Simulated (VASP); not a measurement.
Set up this calculation in VASP 6.6.1, as the native input.

- Task: single point
- Functional: PBE
- Potentials or basis: VASP PAW PBE potentials, release 64 (Hf_pv, O)
- Cutoff: 520 eV
- k mesh: 6 × 6 × 6
- Occupations: gaussian, width 0.01 eV
- Spin: no spin polarisation
- Dipole correction: no
- Further INCAR settings: ALGO = Normal; EDIFF = 1e-07; NBANDS = 18

The structure of HfO2 lies in POSCAR:

```
HfO2
1.0
    0.0000000000      2.5797659657      2.5797659657
    2.5797659657      0.0000000000      2.5797659657
    2.5797659657      2.5797659657      0.0000000000
Hf O
1 2
Direct
    0.0000000000      0.0000000000      0.0000000000
    0.2500000000      0.2500000000      0.2500000000
    0.7500000000      0.7500000000      0.7500000000
```

This cell differs from its parent crystal: strain +2.0%.

The input as run:

INCAR

```
PREC = Accurate ; ENCUT = 520
EDIFF = 1E-7 ; ISMEAR = 0
SIGMA = 0.01 ; LREAL = F
LASPH = T ; NELM = 100
ALGO = Normal ; ISIF = 2
LWAVE = F ; LCHARG = F
GGA = PE ; NBANDS = 18
```

KPOINTS

```
Automatic mesh
0
Gamma
  6 6 6
```

Potentials or basis: VASP PAW PBE potentials, release 64 (Hf_pv, O).

Launch:

```console
$ cat potpaw_PBE.64/Hf_pv/POTCAR potpaw_PBE.64/O/POTCAR > POTCAR
$ mpirun -np 1 vasp_std > vasp.out
```

Results of the run:

| Property | Result |
| --- | --- |
| Pressure | -11.6 GPa |
| Band gap on the k mesh | 3.66 eV, direct |

Caveat: the cell differs from its parent crystal (strain +2.0%); spin-orbit coupling is left out, which moves the levels of the heavy elements.

Run time: 13 s on 1 thread of Intel Xeon 8259CL, on a shared host, peak memory 0.16 GiB.
